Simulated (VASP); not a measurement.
# Bi (Fm-3m) in VASP: a series of runs, part 2 of 2

VASP 6.6.1. The steps go on from the part before.

## 3. Single point, PBE

This run uses another cell than the first one, of 31.77 Å³/atom.

Input file INCAR:

```
SYSTEM = Bi
PREC = Accurate
ENCUT = 520
EDIFF = 1E-6
ISMEAR = -1
SIGMA = 0.06122561905347299
LREAL = .FALSE.
LASPH = .TRUE.
NELM = 80
ALGO = Normal
ISIF = 2
LWAVE = .FALSE.
LCHARG = .TRUE.
GGA = PE
LELF = .TRUE.
LVHAR = .TRUE.
NBANDS = 14
```

Input file KPOINTS:

```
Automatic mesh
0
G
  37 37 37
  0 0 0
```

Input file POSCAR:

```
Bi
1.0
    0.0000000000      2.5138126108      2.5138126108
    2.5138126108      0.0000000000      2.5138126108
    2.5138126108      2.5138126108      0.0000000000
Bi
1
Direct
    0.0000000000      0.0000000000      0.0000000000
```

Potentials or basis: VASP PAW PBE potentials, release 64 (Bi_d).

Launch:

```bash
> cat potpaw_PBE.64/Bi_d/POTCAR > POTCAR
> mpirun -np 1 vasp_std > vasp.out
```

OUTCAR:

```text
SYSTEM = Bi
   PREC = Accurate
   ENCUT = 520
   EDIFF = 1E-6
   ISMEAR = -1
   LREAL = .FALSE.
   LASPH = .TRUE.
   NELM = 80
   ISIF = 2
   GGA = PE

 ion  position               nearest neighbor table
   1  0.000  0.000  0.000-

  LATTYP: Found a face centered cubic cell.
 ALAT       =     5.0276252216

  Lattice vectors:

 A1 = (   0.0000000000,   2.5138126108,   2.5138126108)
 A2 = (   2.5138126108,   0.0000000000,   2.5138126108)
 A3 = (   2.5138126108,   2.5138126108,   0.0000000000)

Analysis of symmetry for initial positions (statically):
=====================================================================
 Subroutine PRICEL returns:
 Original cell was already a primitive cell.

 Routine SETGRP: Setting up the symmetry group for a
 face centered cubic supercell.

 Subroutine GETGRP returns: Found 48 space group operations
 (whereof 48 operations were pure point group operations)
 out of a pool of 48 trial point group operations.

The static configuration has the point symmetry O_h .

Analysis of symmetry for dynamics (positions and initial velocities):
=====================================================================
 Subroutine PRICEL returns:
 Original cell was already a primitive cell.

 Routine SETGRP: Setting up the symmetry group for a
 face centered cubic supercell.

 Subroutine GETGRP returns: Found 48 space group operations
 (whereof 48 operations were pure point group operations)
 out of a pool of 48 trial point group operations.

The dynamic configuration has the point symmetry O_h .

 Subroutine INISYM returns: Found 48 space group operations
 (whereof 48 operations are pure point group operations),
 and found     1 'primitive' translations

----------------------------------------------------------------------------------------

                                     Primitive cell

  volume of cell :      31.7708

  direct lattice vectors                    reciprocal lattice vectors
     0.000000000  2.513812611  2.513812611    -0.198901063  0.198901063  0.198901063
     2.513812611  0.000000000  2.513812611     0.198901063 -0.198901063  0.198901063
     2.513812611  2.513812611  0.000000000     0.198901063  0.198901063 -0.198901063

  length of vectors
     3.555067887  3.555067887  3.555067887     0.344506746  0.344506746  0.344506746

  position of ions in fractional coordinates (direct lattice)
     0.000000000  0.000000000  0.000000000

  ion indices of the primitive-cell ions
   primitive index   ion index
                 1           1

----------------------------------------------------------------------------------------

 KPOINTS: Automatic mesh

Automatic generation of k-mesh.
 Grid dimensions read from file:
 generate k-points for:   37   37   37

 Generating k-lattice:

  Cartesian coordinates                     Fractional coordinates (reciprocal lattice)
    -0.005375704  0.005375704  0.005375704     0.027027027  0.000000000  0.000000000
     0.005375704 -0.005375704  0.005375704     0.000000000  0.027027027  0.000000000
     0.005375704  0.005375704 -0.005375704     0.000000000  0.000000000  0.027027027

  Length of vectors
     0.009310993  0.009310993  0.009310993

  Shift w.r.t. Gamma in fractional coordinates (k-lattice)
     0.000000000  0.000000000  0.000000000

 Subroutine IBZKPT returns following result:
 ===========================================

 Found   1330 irreducible k-points:

 Following reciprocal coordinates:
            Coordinates               Weight
  0.000000  0.000000  0.000000      1.000000
  0.027027  0.000000  0.000000      8.000000
  0.054054  0.000000  0.000000      8.000000
  0.081081  0.000000  0.000000      8.000000
  0.108108  0.000000  0.000000      8.000000
  0.135135  0.000000  0.000000      8.000000
[... 16 lines left out ...]
  0.108108  0.027027  0.000000     24.000000
  0.135135  0.027027  0.000000     24.000000
 [... further k-points ...]
   k-points           NKPTS =   1330   k-points in BZ     NKDIM =   1330   number of bands    NBANDS=     14
   number of dos      NEDOS =    301   number of ions     NIONS =      1
   total plane-waves  NPLWV =  21952
   dimension x,y,z NGX =    28 NGY =   28 NGZ =   28
   dimension x,y,z NGXF=    56 NGYF=   56 NGZF=   56
   ions per type =               1
   NGX,Y,Z   is equivalent  to a cutoff of  13.09, 13.09, 13.09 a.u.
   NGXF,Y,Z  is equivalent  to a cutoff of  26.19, 26.19, 26.19 a.u.
 SYSTEM =  Bi
   PREC   = accura    normal or accurate (medium, high low for compatibility)
   ISTART =      0    job   : 0-new  1-cont  2-samecut
   ICHARG =      2    charge: 1-file 2-atom 10-const
   ISPIN  =      1    spin polarized calculation?
   LNONCOLLINEAR =      F non collinear calculations
   LSORBIT =      F    spin-orbit coupling
   LASPH  =      T    aspherical Exc in radial PAW
   ENCUT  =  520.0 eV  38.22 Ry    6.18 a.u.   6.61  6.61  6.61*2*pi/ulx,y,z
   NELM   =     80;   NELMIN=  2; NELMDL= -5     # of ELM steps
   EDIFF  = 0.1E-05   stopping-criterion for ELM
   LREAL  =      F    real-space projection
   EDIFFG = 0.1E-04   stopping-criterion for IOM
   NSW    =      0    number of steps for IOM
   IBRION =     -1    ionic relax: 0-MD 1-quasi-New 2-CG
   NFREE  =      0    steps in history (QN), initial steepest desc. (CG)
   ISIF   =      2    stress and relaxation
   ISYM   =      2    0-nonsym 1-usesym 2-fastsym
   POTIM  = 0.5000    time-step for ionic-motion
   TEBEG  =    0.0;   TEEND  =   0.0 temperature during run
   PSTRESS=    0.0 pullay stress
   NELECT =      15.0000    total number of electrons
   NUPDOWN=      -1.0000    fix difference up-down
   EMIN   =  10.00;   EMAX   =-10.00  energy-range for DOS
   EFERMI =   0.00;   METHOD = LEGACY
   ISMEAR =    -1;   SIGMA  =   0.06  broadening in eV -4-tet -1-fermi 0-gaus
   EFERMI_NEDOS =   21; number of points for ismear=-14 and -15
   IALGO  =     38    algorithm
   IMIX   =      4    mixing-type and parameters
     AMIX     =   0.40;   BMIX     =  1.00
     AMIX_MAG =   1.60;   BMIX_MAG =  1.00
  volume/ion in A,a.u.               =      31.77       214.40
  Fermi-wavevector in a.u.,A,eV,Ry     =   1.274762  2.408950 22.109705  1.625017
  Thomas-Fermi vector in A             =   2.407512
   LORBIT       =      0    0 simple, 1 ext, 2 COOP (PROOUT), +10 PAW based schemes
   GGA     = PE    functional components
   LHFCALC =     F    Hartree Fock is set to
   AEXX    =    0.0000 exact exchange contribution
   IVDW    =     0    specifies the selected vdW correction
   LEPSILON=     F    determine dielectric tensor
   LRPA    =     F    only Hartree local field effects (RPA)
 non-spin polarized calculation
  energy-cutoff  :      520.00
  volume of cell :       31.77
 maximum number of plane-waves:       883
   NGX = 13   NGY = 13   NGZ = 13

 number of electron      15.0000001 magnetization

 Free energy of the ion-electron system (eV)
  ---------------------------------------------------
  ext. energy  EPLUGINS =         0.00000000
  ---------------------------------------------------
  free energy    TOTEN  =        -3.70789107 eV

  energy without entropy =       -3.69880345  energy(sigma->0) =       -3.70334726

 E-fermi :   7.7744     XC(G=0): -10.1980

 val. band max:        7.7738919105   @ k =  -0.4324   0.4324   0.0811
 cond. band min:       7.7809064463   @ k =  -0.2703   0.2162   0.0811
 fundamental gap:      0.0070145359
 Fermi energy:         7.7744095903

 k-point     1 :       0.0000    0.0000    0.0000
  band No.  band energies     occupation
      1     -15.3434      2.00000
      2     -15.3434      2.00000
      3     -15.3434      2.00000
      4     -15.2785      2.00000
      5     -15.2785      2.00000
      6      -5.7199      2.00000
      7      12.5526      0.00000
      8      12.5526      0.00000
      9      12.5526      0.00000
     10      16.3518      0.00000
     11      16.8220      0.00000
     12      18.4428      0.00000
     13      18.4428      0.00000
     14      18.4428      0.00000
[... 375 lines left out ...]
 k-point    24 :       0.1351    0.0270    0.0000
  band No.  band energies     occupation
      1     -15.3427      2.00000
      2     -15.3329      2.00000
      3     -15.3318      2.00000
      4     -15.2799      2.00000
      5     -15.2749      2.00000
      6      -5.4430      2.00000
      7      10.0572      0.00000
      8      12.0641      0.00000
      9      12.3229      0.00000
     10      15.8903      0.00000
     11      17.8833      0.00000
     12      18.8881      0.00000
     13      19.1674      0.00000
     14      19.5289      0.00000

 [... further k-points ...]

------------------------ aborting loop because EDIFF is reached ----------------------------------------

  FORCE on cell =-STRESS in cart. coord.  units (eV):
  Direction    XX          YY          ZZ          XY          YZ          ZX
  --------------------------------------------------------------------------------------
  -------------------------------------------------------------------------------------
  Total       -0.0115719     -0.0115719     -0.0115719     -0.0000000      0.0000000     -0.0000000
  in kB       -0.5835601     -0.5835601     -0.5835601     -0.0000000      0.0000000     -0.0000000
  external PRESSURE =      -0.5835601 kB  Pullay stress =       0.0000000 kB

 VOLUME and BASIS-vectors are now :
 -----------------------------------------------------------------------------
  energy-cutoff  :      520.00
  volume of cell :       31.77
      direct lattice vectors                 reciprocal lattice vectors
     0.000000000  2.513812611  2.513812611    -0.198901063  0.198901063  0.198901063
     2.513812611  0.000000000  2.513812611     0.198901063 -0.198901063  0.198901063
     2.513812611  2.513812611  0.000000000     0.198901063  0.198901063 -0.198901063

 POSITION                                       TOTAL-FORCE (eV/Angst)
 -----------------------------------------------------------------------------------
      0.00000      0.00000      0.00000        -0.000000     -0.000000     -0.000000
 -----------------------------------------------------------------------------------
    total drift:                               -0.000000     -0.000000     -0.000000

  FREE ENERGIE OF THE ION-ELECTRON SYSTEM (eV)
  ---------------------------------------------------
  free  energy   TOTEN  =        -3.7078910655 eV

  energy  without entropy=       -3.6988034475  energy(sigma->0) =       -3.70334726
```

OSZICAR:

```text
N       E                     dE             d eps       ncg     rms          rms(c)
DAV:   1     0.114528817072E+03    0.11453E+03   -0.76792E+03 37616   0.122E+03
DAV:   2     0.298552452416E+01   -0.11154E+03   -0.10804E+03 40066   0.339E+02
DAV:   3    -0.355120377105E+01   -0.65367E+01   -0.65077E+01 46132   0.795E+01
DAV:   4    -0.370524969158E+01   -0.15405E+00   -0.15400E+00 47732   0.130E+01
DAV:   5    -0.371173215236E+01   -0.64825E-02   -0.64823E-02 52964   0.242E+00    0.443E-01
DAV:   6    -0.370820095363E+01    0.35312E-02   -0.76856E-03 50278   0.118E+00    0.272E-01
DAV:   7    -0.370782928888E+01    0.37166E-03   -0.51801E-03 49168   0.954E-01    0.818E-02
DAV:   8    -0.370789008538E+01   -0.60797E-04   -0.53212E-04 48476   0.340E-01    0.108E-02
DAV:   9    -0.370789092778E+01   -0.84239E-06   -0.12227E-05 53446   0.473E-02    0.459E-03
DAV:  10    -0.370789106546E+01   -0.13769E-06   -0.13317E-06 42682   0.121E-02
   1 F= -.37078911E+01 E0= -.37033473E+01  d E =-.908762E-02
```

stdout:

```text
POSCAR found type information on POSCAR Bi
 POSCAR found :  1 types and       1 ions
 scaLAPACK will be used
 LDA part: xc-table for (Slater+PW92), standard interpolation
 POSCAR, INCAR and KPOINTS ok, starting setup
 FFT: planning ... GRIDC
 FFT: planning ... GRID_SOFT
 FFT: planning ... GRID
 WAVECAR not read
 entering main loop
```

It took 9.1 min on 1 thread of Oxide Virtual Turin-like, shared host; peak memory 0.56 GiB.

Results:

* Free energy: -3.7079 eV
* Pressure: -0.1 GPa
* Band gap on the k mesh: zero (an odd number of electrons rules out a gap without spin polarisation)

Levels at points of the mesh, in eV from the Fermi level:
```csv
k point,band 3,band 4,band 5,band 6,band 7,band 8,band 9,band 10,band 11,band 12
"(0.00, 0.00, 0.00)",-23.12,-23.05,-23.05,-13.49,4.78,4.78,4.78,8.58,9.05,10.67
```

Caveat: spin-orbit coupling is left out, which moves the levels of the heavy elements.

## 4. Single point, PBE

This run uses another cell than the first one, of 32.41 Å³/atom.

Input file INCAR:

```
PREC = Accurate ; ENCUT = 520
EDIFF = 1E-6 ; ISMEAR = -1
SIGMA = 0.06122561905347299 ; LREAL = F
LASPH = T ; NELM = 100
ALGO = Normal ; ISIF = 2
LWAVE = F ; LCHARG = F
GGA = PE ; NBANDS = 14
```

Input file KPOINTS:

```
Automatic mesh
0
Gamma
  37 37 37
```

Input file POSCAR:

```
Bi
1.0
    0.0000000000      2.5304608616      2.5304608616
    2.5304608616      0.0000000000      2.5304608616
    2.5304608616      2.5304608616      0.0000000000
Bi
1
Direct
    0.0000000000      0.0000000000      0.0000000000
```

Launch:

```bash
> cat potpaw_PBE.64/Bi_d/POTCAR > POTCAR
> mpirun -np 1 vasp_std > vasp.out
```

Wall time 9.1 min (1 thread of Oxide Virtual Turin-like, shared host); peak memory 0.57 GiB.

Results (log left out):

* Free energy: -3.7060 eV
* Pressure: -1.0 GPa
* Band gap on the k mesh: zero (an odd number of electrons rules out a gap without spin polarisation)

Levels at points of the mesh, in eV from the Fermi level:
| k point | band 4 | band 5 | band 6 | band 7 | band 8 | band 9 | band 10 | band 11 |
| --- | --- | --- | --- | --- | --- | --- | --- | --- |
| (0.00, 0.00, 0.00) | -23.05 | -23.05 | -13.36 | 4.65 | 4.65 | 4.65 | 8.35 | 9.06 |

Caveat: spin-orbit coupling is left out, which moves the levels of the heavy elements.

## 5. Single point, PBE

Input file INCAR:

```
SYSTEM = Bi
PREC = Accurate
ENCUT = 520
EDIFF = 1E-6
ISMEAR = -1
SIGMA = 0.06122561905347299
LREAL = .FALSE.
LASPH = .TRUE.
NELM = 60
ALGO = Normal
ISIF = 2
LWAVE = .FALSE.
LCHARG = .FALSE.
GGA = PE
NBANDS = 14
```

Input file KPOINTS:

```
regular mesh
0
G
  37 37 37
  0 0 0
```

Input file POSCAR:

```
Bi
1.0
    0.0000000000      2.5468928861      2.5468928861
    2.5468928861      0.0000000000      2.5468928861
    2.5468928861      2.5468928861      0.0000000000
Bi
1
Direct
    0.0000000000      0.0000000000      0.0000000000
```

Launch:

```bash
> cat potpaw_PBE.64/Bi_d/POTCAR > POTCAR
> mpirun -np 1 vasp_std > vasp.out
```

It took 4 min on 1 thread of Oxide Virtual Turin-like, shared host; peak memory 0.58 GiB.

It converged, with:

```yaml
Free_energy: -3.7004 eV
Pressure: -1.9 GPa
Band_gap_on_the_k_mesh: zero (an odd number of electrons rules out a gap without spin polarisation)
```

Levels at points of the mesh, in eV from the Fermi level:
```tsv
k point	band 5	band 6	band 7	band 8	band 9	band 10
(0.00, 0.00, 0.00)	-23.04	-13.24	4.52	4.52	4.52	8.14
```

Caveat: spin-orbit coupling is left out, which moves the levels of the heavy elements.

## 6. Single point, PBE

This run uses another cell than the first one, of 33.68 Å³/atom.

Input file INCAR:

```
PREC = Accurate
ENCUT = 520
EDIFF = 1E-7
ISMEAR = -1
SIGMA = 0.06122561905347299
LREAL = False
LASPH = True
NELM = 80
ALGO = Normal
ISIF = 2
LWAVE = False
LCHARG = False
GGA = PE
NBANDS = 14
```

Input file KPOINTS:

```
regular mesh
0
Gamma
  37 37 37
```

Input file POSCAR:

```
Bi
1.0
    0.0000000000      2.5631155712      2.5631155712
    2.5631155712      0.0000000000      2.5631155712
    2.5631155712      2.5631155712      0.0000000000
Bi
1
Direct
    0.0000000000      0.0000000000      0.0000000000
```

Potentials or basis: VASP PAW PBE potentials, release 64 (Bi_d).

Launch:

```bash
> cat potpaw_PBE.64/Bi_d/POTCAR > POTCAR
> mpirun -np 1 vasp_std > vasp.out
```

Run time: 6.4 min. Hardware: 1 thread of Oxide Virtual Turin-like, shared host; peak memory 0.59 GiB.

Results (log left out):

- Free energy: -3.6916 eV
- Pressure: -2.7 GPa
- Band gap on the k mesh: zero (an odd number of electrons rules out a gap without spin polarisation)

Levels at points of the mesh, in eV from the Fermi level:
```tsv
k point	band 3	band 4	band 5	band 6	band 7	band 8	band 9	band 10	band 11	band 12
(0.00, 0.00, 0.00)	-23.09	-23.04	-23.04	-13.12	4.40	4.40	4.40	7.93	9.07	10.38
```

Caveat: spin-orbit coupling is left out, which moves the levels of the heavy elements.

## 7. Overview

| cell | k mesh | gap on the mesh (eV) | pressure (GPa) |
| --- | --- | --- | --- |
| a = 3.602 Å, angles 60.0°, 1 atom | 19 × 19 × 19 | none | -1.9 |
| a = 3.555 Å, angles 60.0°, 1 atom | 37 × 37 × 37 | none | -0.1 |
| a = 3.579 Å, angles 60.0°, 1 atom | 37 × 37 × 37 | none | -1.0 |
| a = 3.602 Å, angles 60.0°, 1 atom | 37 × 37 × 37 | none | -1.9 |
| a = 3.625 Å, angles 60.0°, 1 atom | 37 × 37 × 37 | none | -2.7 |

Alike in all rows: task single point; level PBE; potentials or basis VASP PAW PBE potentials, release 64 (Bi_d); no spin polarisation; cutoff (eV) 520; smearing fermi-dirac 0.0612256 eV.

Caveats: spin-orbit coupling is left out, which moves the levels of the heavy elements.

Absolute energies hang on the potentials; compare differences alone.
